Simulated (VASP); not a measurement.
A run of VASP 6.6.1 is set up as follows.

Contents of INCAR:

```
ALGO = Normal ; EDIFF = 1E-6
ENCUT = 520 ; GGA = CA
ISIF = 2 ; ISMEAR = -1
LASPH = T ; LCHARG = F
LREAL = F ; LWAVE = F
NBANDS = 9 ; NELM = 100
PREC = Accurate ; SIGMA = 0.13605693000000002
```

Contents of KPOINTS:

```
k-points
0
Gamma
  15 15 15
```

File POSCAR:

```
S
1.0
   -1.5387672149      1.5387672149      1.5387672149
    1.5387672149     -1.5387672149      1.5387672149
    1.5387672149      1.5387672149     -1.5387672149
S
1
Direct
    0.0000000000      0.0000000000      0.0000000000
```

Potentials or basis: VASP PAW LDA potentials, release 64 (S).

Launch:

```bash
$ cat potpaw_LDA.64/S/POTCAR > POTCAR
$ mpirun -np 1 vasp_std > vasp.out
```

(1) Estimate the band gap on the k mesh.

(2) Estimate the pressure.

Results:

(1) zero (band 3 reaches 12.27 eV, above the bottom of band 4 at 4.94 eV).

(2) 0.9 GPa.
